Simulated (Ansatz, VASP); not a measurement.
One calculation of Pt3S2, two programs

```xyz
5
Lattice="3.9928 0.0000 0.0000 -1.9964 3.4579 0.0000 0.0000 0.0000 6.2122" Properties=species:S:1:pos:R:3 pbc="T T T"
Pt    0.0000    0.0000    0.0000
Pt    0.0000    2.3053    4.0069
Pt    1.9964    1.1526    2.2053
S     0.0000    2.3053    1.5220
S     1.9964    1.1526    4.6902
```

Alike in both runs: task single point; functional PBE; k mesh 6 × 6 × 4; occupations gaussian, width 0.1 eV; collinear spin.

|  | VASP | Ansatz |
| --- | --- | --- |
| version | VASP 6.6.1 | Ansatz 0.2.0 |
| potentials or method | VASP PAW PBE potentials, release 64 (Pt, S), cutoff 500 eV | scalar-relativistic, plane waves, PAW |
| valence electrons in the cell | 42 | 66 |

|  | VASP | Ansatz | Ansatz less VASP |
| --- | --- | --- | --- |
| gap on the k mesh at the Fermi level (eV) | none | none | - |
| pressure (GPa) | 0.7 | 0.9 | +0.19 |
| traceless stress, the component that is largest in VASP (GPa) | -4.59 | -4.58 | +0.008 |
| rms of the force components (eV/Å) | 0.236 | 0.239 | +0.0026 |
| net moment per atom (μB) | 0.00 | 0.00 | 0.000 |

Atom by atom the forces differ by 0.004 eV/Å (rms over components). A gap of «none» marks a metal or a gap that the smearing closes. VASP's potentials hold 42 valence electrons a cell and Ansatz's 66, so a difference there can come from the potentials and not from the codes. Ansatz's warnings: seeded moment not kept.

Spin-orbit coupling is off throughout.
